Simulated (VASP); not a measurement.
# Ta2B2O (I4/mmm) in VASP: a series of runs

Runs on Ta2B2O. Level: PBE. Tasks: single point, relaxation of cell and atoms.

Program: VASP 6.6.1. These are calculated values, not measurements. Logs are shortened: lines on timing, memory, paths and dates and some standing lists are left out, and cuts for length are marked.

## (1) The cell of the first run

It takes space group I4/mmm (No. 139, tetragonal). Conventional cell: a = 3.629 Å, b = 3.629 Å, c = 9.185 Å, α = 90.00°, β = 90.00°, γ = 90.00°. Within 2.4 Å of Ta (site symmetry mmm) lie 2 O at 1.81 Å and 2 B at 2.30 Å. Within 3.0 Å of B (site symmetry -4m2) lie 2 Ta at 2.30 Å and 4 B at 2.57 Å and 4 O at 2.93 Å. O (site symmetry 4/mmm) has 4 Ta at 1.81 Å within 2.4 Å.

The cell was built from a structure type or drawn by symmetry, and may not be a known phase.

## (2) Single point, PBE

INCAR reads:

```
PREC = Accurate ; ENCUT = 520
EDIFF = 1E-7 ; ISMEAR = 0
SIGMA = 0.1 ; LREAL = False
LASPH = True ; NELM = 100
ALGO = Normal ; ISIF = 2
LWAVE = False ; LCHARG = False
GGA = PE ; NBANDS = 25
```

KPOINTS reads:

```
Automatic mesh
0
Gamma
  6 6 6
```

POSCAR reads:

```
Ta2B2O
1.0
   -1.8147285200      1.8147285200      4.5924402600
    1.8147285200     -1.8147285200      4.5924402600
    1.8147285200      1.8147285200     -4.5924402600
Ta B O
2 2 1
Direct
    0.5000000000      0.0000000000      0.5000000000
    0.0000000000      0.5000000000      0.5000000000
    0.7500000000      0.2500000000      0.5000000000
    0.2500000000      0.7500000000      0.5000000000
    0.5000000000      0.5000000000      0.0000000000
```

Potentials or basis: VASP PAW PBE potentials, release 64 (Ta_pv, B, O).

The run is started by

```console
$ cat potpaw_PBE.64/Ta_pv/POTCAR potpaw_PBE.64/B/POTCAR potpaw_PBE.64/O/POTCAR > POTCAR
$ mpirun -np 1 vasp_std > vasp.out
```

OUTCAR:

```text
PREC = Accurate
   ENCUT = 520
   EDIFF = 1E-7
   ISMEAR = 0
   LREAL = False
   LASPH = True
   NELM = 100
   ISIF = 2
   GGA = PE

 ion  position               nearest neighbor table
   1  0.500  0.000  0.500-   5 1.81   5 1.81   3 2.30   4 2.30   2 2.57   2 2.57   2 2.57   2 2.57

   2  0.000  0.500  0.500-   5 1.81   5 1.81   3 2.30   4 2.30   1 2.57   1 2.57   1 2.57   1 2.57

   3  0.750  0.250  0.500-   1 2.30   2 2.30
   4  0.250  0.750  0.500-   1 2.30   2 2.30
   5  0.500  0.500  0.000-   1 1.81   2 1.81   1 1.81   2 1.81

  LATTYP: Found a body centered tetragonal cell.
 ALAT       =     3.6294570400
 C/A-ratio  =     2.5306486394

  Lattice vectors:

 A1 = (  -1.8147285200,   1.8147285200,   4.5924402600)
 A2 = (   1.8147285200,  -1.8147285200,   4.5924402600)
 A3 = (   1.8147285200,   1.8147285200,  -4.5924402600)

Analysis of symmetry for initial positions (statically):
=====================================================================
 Subroutine PRICEL returns:
 Original cell was already a primitive cell.

 Routine SETGRP: Setting up the symmetry group for a
 body centered tetragonal supercell.

 Subroutine GETGRP returns: Found 16 space group operations
 (whereof 16 operations were pure point group operations)
 out of a pool of 16 trial point group operations.

The static configuration has the point symmetry D_4h.

Analysis of symmetry for dynamics (positions and initial velocities):
=====================================================================
 Subroutine PRICEL returns:
 Original cell was already a primitive cell.

 Routine SETGRP: Setting up the symmetry group for a
 body centered tetragonal supercell.

 Subroutine GETGRP returns: Found 16 space group operations
 (whereof 16 operations were pure point group operations)
 out of a pool of 16 trial point group operations.

The dynamic configuration has the point symmetry D_4h.

 Subroutine INISYM returns: Found 16 space group operations
 (whereof 16 operations are pure point group operations),
 and found     1 'primitive' translations

----------------------------------------------------------------------------------------

                                     Primitive cell

  volume of cell :      60.4960

  direct lattice vectors                    reciprocal lattice vectors
    -1.814728520  1.814728520  4.592440260     0.000000000  0.275523305  0.108874579
     1.814728520 -1.814728520  4.592440260     0.275523305  0.000000000  0.108874579
     1.814728520  1.814728520 -4.592440260     0.275523305  0.275523305  0.000000000

  length of vectors
     5.260892200  5.260892200  5.260892200     0.296254562  0.296254562  0.389648795

  position of ions in fractional coordinates (direct lattice)
     0.500000000  0.000000000  0.500000000
     0.000000000  0.500000000  0.500000000
     0.750000000  0.250000000  0.500000000
     0.250000000  0.750000000  0.500000000
     0.500000000  0.500000000  0.000000000

  ion indices of the primitive-cell ions
   primitive index   ion index
                 1           1
                 2           2
                 3           3
                 4           4
                 5           5

----------------------------------------------------------------------------------------

 KPOINTS: Automatic mesh

Automatic generation of k-mesh.
 Grid dimensions read from file:
 generate k-points for:    6    6    6

 Generating k-lattice:

  Cartesian coordinates                     Fractional coordinates (reciprocal lattice)
     0.000000000  0.045920551  0.018145763     0.166666667  0.000000000 -0.000000000
     0.045920551  0.000000000  0.018145763     0.000000000  0.166666667 -0.000000000
     0.045920551  0.045920551  0.000000000     0.000000000  0.000000000  0.166666667

  Length of vectors
     0.049375760  0.049375760  0.064941466

  Shift w.r.t. Gamma in fractional coordinates (k-lattice)
     0.000000000  0.000000000  0.000000000

 Subroutine IBZKPT returns following result:
 ===========================================

 Found     30 irreducible k-points:

 Following reciprocal coordinates:
            Coordinates               Weight
  0.000000  0.000000  0.000000      1.000000
  0.166667 -0.000000  0.000000      8.000000
  0.333333 -0.000000  0.000000      8.000000
  0.500000  0.000000  0.000000      4.000000
  0.166667  0.166667  0.000000      8.000000
  0.333333  0.166667  0.000000     16.000000
[... 16 lines left out ...]
 -0.333333 -0.333333  0.166667      8.000000
 -0.166667 -0.333333  0.166667      8.000000
 [... further k-points ...]
   k-points           NKPTS =     30   k-points in BZ     NKDIM =     30   number of bands    NBANDS=     25
   number of dos      NEDOS =    301   number of ions     NIONS =      5
   total plane-waves  NPLWV =  64000
   dimension x,y,z NGX =    40 NGY =   40 NGZ =   40
   dimension x,y,z NGXF=    80 NGYF=   80 NGZF=   80
   ions per type =               2   2   1
   NGX,Y,Z   is equivalent  to a cutoff of  12.64, 12.64, 12.64 a.u.
   NGXF,Y,Z  is equivalent  to a cutoff of  25.28, 25.28, 25.28 a.u.
 SYSTEM =  unknown system
   PREC   = accura    normal or accurate (medium, high low for compatibility)
   ISTART =      0    job   : 0-new  1-cont  2-samecut
   ICHARG =      2    charge: 1-file 2-atom 10-const
   ISPIN  =      1    spin polarized calculation?
   LNONCOLLINEAR =      F non collinear calculations
   LSORBIT =      F    spin-orbit coupling
   LASPH  =      T    aspherical Exc in radial PAW
   ENCUT  =  520.0 eV  38.22 Ry    6.18 a.u.   9.78  9.78  9.78*2*pi/ulx,y,z
   NELM   =    100;   NELMIN=  2; NELMDL= -5     # of ELM steps
   EDIFF  = 0.1E-06   stopping-criterion for ELM
   LREAL  =      F    real-space projection
   EDIFFG = 0.1E-05   stopping-criterion for IOM
   NSW    =      0    number of steps for IOM
   IBRION =     -1    ionic relax: 0-MD 1-quasi-New 2-CG
   NFREE  =      0    steps in history (QN), initial steepest desc. (CG)
   ISIF   =      2    stress and relaxation
   ISYM   =      2    0-nonsym 1-usesym 2-fastsym
   POTIM  = 0.5000    time-step for ionic-motion
   TEBEG  =    0.0;   TEEND  =   0.0 temperature during run
   PSTRESS=    0.0 pullay stress
   NELECT =      34.0000    total number of electrons
   NUPDOWN=      -1.0000    fix difference up-down
   EMIN   =  10.00;   EMAX   =-10.00  energy-range for DOS
   EFERMI =   0.00;   METHOD = LEGACY
   ISMEAR =     0;   SIGMA  =   0.10  broadening in eV -4-tet -1-fermi 0-gaus
   EFERMI_NEDOS =   21; number of points for ismear=-14 and -15
   IALGO  =     38    algorithm
   IMIX   =      4    mixing-type and parameters
     AMIX     =   0.40;   BMIX     =  1.00
     AMIX_MAG =   1.60;   BMIX_MAG =  1.00
  volume/ion in A,a.u.               =      12.10        81.65
  Fermi-wavevector in a.u.,A,eV,Ry     =   1.351011  2.553040 24.833769  1.825230
  Thomas-Fermi vector in A             =   2.478468
   LORBIT       =      0    0 simple, 1 ext, 2 COOP (PROOUT), +10 PAW based schemes
   GGA     = PE    functional components
   LHFCALC =     F    Hartree Fock is set to
   AEXX    =    0.0000 exact exchange contribution
   IVDW    =     0    specifies the selected vdW correction
   LEPSILON=     F    determine dielectric tensor
   LRPA    =     F    only Hartree local field effects (RPA)
 non-spin polarized calculation
 Gauss-broadening in eV      SIGMA  =   0.10
  energy-cutoff  :      520.00
  volume of cell :       60.50
 maximum number of plane-waves:      1650
   NGX = 19   NGY = 19   NGZ = 19

 number of electron      33.9999999 magnetization

 Free energy of the ion-electron system (eV)
  ---------------------------------------------------
  ext. energy  EPLUGINS =         0.00000000
  ---------------------------------------------------
  free energy    TOTEN  =       -35.20201139 eV

  energy without entropy =      -35.19338092  energy(sigma->0) =      -35.19769616

 E-fermi :   5.5199     XC(G=0): -11.9207

 val. band max:        5.4875686818   @ k =   0.3333   0.3333   0.1667
 cond. band min:       5.5974682994   @ k =  -0.1667   0.1667   0.0000
 fundamental gap:      0.1098996175
 Fermi energy:         5.5199246765

 k-point     1 :       0.0000    0.0000    0.0000
  band No.  band energies     occupation
      1     -30.1349      2.00000
      2     -30.1349      2.00000
      3     -28.7847      2.00000
      4     -28.2319      2.00000
      5     -27.8786      2.00000
      6     -27.8786      2.00000
[... 17 lines left out ...]
     24      11.4809      0.00000
     25      11.8090      0.00000

 k-point     2 :       0.1667   -0.0000    0.0000
  band No.  band energies     occupation
      1     -30.1456      2.00000
      2     -30.0399      2.00000
      3     -28.7461      2.00000
      4     -28.2670      2.00000
      5     -28.0660      2.00000
      6     -28.0048      2.00000
[... 17 lines left out ...]
     24      11.1757      0.00000
     25      11.5845      0.00000

 k-point     3 :       0.3333   -0.0000    0.0000
  band No.  band energies     occupation
      1     -30.1620      2.00000
      2     -29.8053      2.00000
      3     -28.6417      2.00000
      4     -28.4103      2.00000
      5     -28.3645      2.00000
      6     -28.3012      2.00000
[... 17 lines left out ...]
     24      10.1600      0.00000
     25      10.2704      0.00000

 k-point     4 :       0.5000    0.0000    0.0000
  band No.  band energies     occupation
      1     -30.1670      2.00000
      2     -29.6456      2.00000
      3     -28.5713      2.00000
      4     -28.5087      2.00000
      5     -28.4940      2.00000
      6     -28.4916      2.00000
[... 17 lines left out ...]
     24       9.2873      0.00000
     25       9.7134      0.00000
[... 477 lines left out ...]
 k-point    22 :      -0.1667    0.5000    0.1667
  band No.  band energies     occupation
      1     -30.1621      2.00000
      2     -29.8055      2.00000
      3     -28.6429      2.00000
      4     -28.4101      2.00000
      5     -28.3645      2.00000
      6     -28.3011      2.00000
[... 17 lines left out ...]
     24      10.9194      0.00000
     25      11.3696      0.00000

 k-point    23 :      -0.3333   -0.3333    0.1667
  band No.  band energies     occupation
      1     -30.4906      2.00000
      2     -29.6276      2.00000
      3     -28.7138      2.00000
      4     -28.5020      2.00000
      5     -28.2969      2.00000
      6     -27.7856      2.00000
[... 17 lines left out ...]
     24      11.0615      0.00000
     25      13.4921      0.00000

 k-point    24 :      -0.1667   -0.3333    0.1667
  band No.  band energies     occupation
      1     -30.1458      2.00000
      2     -30.0401      2.00000
      3     -28.7475      2.00000
      4     -28.2673      2.00000
      5     -28.0659      2.00000
      6     -28.0047      2.00000
[... 17 lines left out ...]
     24      11.8395      0.00000
     25      12.1439      0.00000

 [... further k-points ...]

------------------------ aborting loop because EDIFF is reached ----------------------------------------

  FORCE on cell =-STRESS in cart. coord.  units (eV):
  Direction    XX          YY          ZZ          XY          YZ          ZX
  --------------------------------------------------------------------------------------
  -------------------------------------------------------------------------------------
  Total       37.9346368     37.9346368      2.4079977      0.0000000      0.0000000     -0.0000000
  in kB     1004.6613087   1004.6613087     63.7734344      0.0000000      0.0000000     -0.0000000
  external PRESSURE =     691.0320172 kB  Pullay stress =       0.0000000 kB

 VOLUME and BASIS-vectors are now :
 -----------------------------------------------------------------------------
  energy-cutoff  :      520.00
  volume of cell :       60.50
      direct lattice vectors                 reciprocal lattice vectors
    -1.814728520  1.814728520  4.592440260     0.000000000  0.275523305  0.108874579
     1.814728520 -1.814728520  4.592440260     0.275523305  0.000000000  0.108874579
     1.814728520  1.814728520 -4.592440260     0.275523305  0.275523305  0.000000000

 POSITION                                       TOTAL-FORCE (eV/Angst)
 -----------------------------------------------------------------------------------
      0.00000      1.81473      0.00000        -0.000000     -0.000000      0.000000
      1.81473      0.00000      0.00000        -0.000000     -0.000000      0.000000
      0.00000      1.81473      2.29622         0.000000      0.000000     -0.000000
      1.81473      0.00000      2.29622        -0.000000     -0.000000      0.000000
      0.00000      0.00000      4.59244        -0.000000     -0.000000      0.000000
 -----------------------------------------------------------------------------------
    total drift:                               -0.000000     -0.000000      0.000000

  FREE ENERGIE OF THE ION-ELECTRON SYSTEM (eV)
  ---------------------------------------------------
  free  energy   TOTEN  =       -35.2020113875 eV

  energy  without entropy=      -35.1933809240  energy(sigma->0) =      -35.19769616
```

Run time: 36 s. Hardware: 1 thread of Intel Xeon 6975P-C (Granite Rapids), shared host; peak memory 0.26 GiB.

Results:

```
Free energy            : -35.2020 eV
Pressure               : 69.1 GPa
Band gap on the k mesh : zero (bands 17 and 18 overlap by 1.34 eV)
```

Stress tensor (GPa, compression positive):
```
100.47   0.00   0.00
  0.00 100.47   0.00
  0.00   0.00   6.38
```

Caveat: the cell stands under pressure; spin-orbit coupling is left out, which moves the levels of the heavy elements.

## (3) Single point, PBE

This run uses another cell than the first one, of 15.24 Å³/atom.

INCAR reads:

```
ALGO = Normal ; EDIFF = 1E-6
ENCUT = 520 ; GGA = PE
ISIF = 2 ; ISMEAR = 0
LASPH = T ; LCHARG = F
LREAL = F ; LWAVE = F
NBANDS = 25 ; NELM = 60
PREC = Accurate ; SIGMA = 0.1
```

KPOINTS reads:

```
k-points
0
Gamma
  6 6 6
```

POSCAR, as its differences from that of step 2:

```diff
@@ -2,5 +2,5 @@
 1.0
-   -1.8147285200      1.8147285200      4.5924402600
-    1.8147285200     -1.8147285200      4.5924402600
-    1.8147285200      1.8147285200     -4.5924402600
+   -2.0373478799      2.0373478799      4.5906106519
+    2.0373478799     -2.0373478799      4.5906106519
+    2.0373478799      2.0373478799     -4.5906106519
 Ta B O
```

Potentials or basis: VASP PAW PBE potentials, release 64 (Ta_pv, B, O).

The run is started by

```console
$ cat potpaw_PBE.64/Ta_pv/POTCAR potpaw_PBE.64/B/POTCAR potpaw_PBE.64/O/POTCAR > POTCAR
$ mpirun -np 1 vasp_std > vasp.out
```

OUTCAR:

```text
EDIFF = 1E-6
   ENCUT = 520
   GGA = PE
   ISIF = 2
   ISMEAR = 0
   LASPH = T
   LREAL = F
   NELM = 60
   PREC = Accurate

 ion  position               nearest neighbor table
   1  0.500  0.000  0.500-   5 2.04   5 2.04   3 2.30   4 2.30   2 2.88   2 2.88   2 2.88   2 2.88

   2  0.000  0.500  0.500-   5 2.04   5 2.04   3 2.30   4 2.30   1 2.88   1 2.88   1 2.88   1 2.88

   3  0.750  0.250  0.500-   1 2.30   2 2.30
[... 878 lines left out ...]
  --------------------------------------------------------------------------------------
  -------------------------------------------------------------------------------------
  Total        0.2052695      0.2052695      0.0385185      0.0000000      0.0000000      0.0000000
  in kB        4.3149337      4.3149337      0.8096899      0.0000000      0.0000000      0.0000000
  external PRESSURE =       3.1465191 kB  Pullay stress =       0.0000000 kB

 VOLUME and BASIS-vectors are now :
 -----------------------------------------------------------------------------
  energy-cutoff  :      520.00
  volume of cell :       76.22
      direct lattice vectors                 reciprocal lattice vectors
    -2.037347880  2.037347880  4.590610652     0.000000000  0.245417096  0.108917971
     2.037347880 -2.037347880  4.590610652     0.245417096  0.000000000  0.108917971
     2.037347880  2.037347880 -4.590610652     0.245417096  0.245417096  0.000000000

 POSITION                                       TOTAL-FORCE (eV/Angst)
 -----------------------------------------------------------------------------------
      0.00000      2.03735      0.00000         0.000000      0.000000      0.000000
      2.03735      0.00000      0.00000         0.000000      0.000000      0.000000
      0.00000      2.03735      2.29531         0.000000      0.000000     -0.000000
      2.03735      0.00000      2.29531        -0.000000     -0.000000      0.000000
      0.00000      0.00000      4.59061         0.000000      0.000000      0.000000
 -----------------------------------------------------------------------------------
    total drift:                               -0.000000     -0.000000      0.000000

  FREE ENERGIE OF THE ION-ELECTRON SYSTEM (eV)
  ---------------------------------------------------
  free  energy   TOTEN  =       -39.1104788156 eV

  energy  without entropy=      -39.0956403611  energy(sigma->0) =      -39.10305959
```

OSZICAR:

```text
N       E                     dE             d eps       ncg     rms          rms(c)
DAV:   1     0.261093862770E+03    0.26109E+03   -0.18418E+04  1500   0.132E+03
DAV:   2    -0.298789594508E+02   -0.29097E+03   -0.28092E+03  1825   0.358E+02
DAV:   3    -0.425945235301E+02   -0.12716E+02   -0.12502E+02  1922   0.714E+01
DAV:   4    -0.427691256211E+02   -0.17460E+00   -0.17431E+00  1814   0.878E+00
DAV:   5    -0.427720843730E+02   -0.29588E-02   -0.29564E-02  2029   0.980E-01    0.265E+01
DAV:   6    -0.397532722747E+02    0.30188E+01   -0.24128E+01  1786   0.268E+01    0.123E+01
DAV:   7    -0.391828093119E+02    0.57046E+00   -0.32133E+00  1855   0.851E+00    0.868E+00
DAV:   8    -0.391134912317E+02    0.69318E-01   -0.25138E-01  1857   0.353E+00    0.919E-01
DAV:   9    -0.391104063104E+02    0.30849E-02   -0.20078E-02  1881   0.938E-01    0.210E-01
DAV:  10    -0.391103815536E+02    0.24757E-04   -0.22836E-03  1828   0.313E-01    0.978E-02
DAV:  11    -0.391104751742E+02   -0.93621E-04   -0.27695E-04  1847   0.111E-01    0.229E-02
DAV:  12    -0.391104758468E+02   -0.67260E-06   -0.39755E-05  1916   0.410E-02    0.117E-02
DAV:  13    -0.391104786540E+02   -0.28073E-05   -0.81001E-06  1802   0.178E-02    0.187E-03
DAV:  14    -0.391104788156E+02   -0.16155E-06   -0.65597E-07  1003   0.470E-03
   1 F= -.39110479E+02 E0= -.39103060E+02  d E =-.148385E-01
```

stdout:

```text
POSCAR found type information on POSCAR TaB O
 POSCAR found :  3 types and       5 ions
 scaLAPACK will be used
 LDA part: xc-table for (Slater+PW92), standard interpolation
 POSCAR, INCAR and KPOINTS ok, starting setup
 FFT: planning ... GRIDC
 FFT: planning ... GRID_SOFT
 FFT: planning ... GRID
 WAVECAR not read
 entering main loop
```

Run time: 39 s. Hardware: 1 thread of Intel Xeon 6975P-C (Granite Rapids), shared host; peak memory 0.26 GiB.

What came out:

```
Free energy            : -39.1105 eV
Pressure               : 0.3 GPa
Band gap on the k mesh : zero (bands 17 and 18 overlap by 0.95 eV)
```

Stress tensor (GPa, compression positive):
```
0.43 0.00 0.00
0.00 0.43 0.00
0.00 0.00 0.08
```

Caveat: spin-orbit coupling is left out, which moves the levels of the heavy elements.

(Continued in part 2 of 3.)
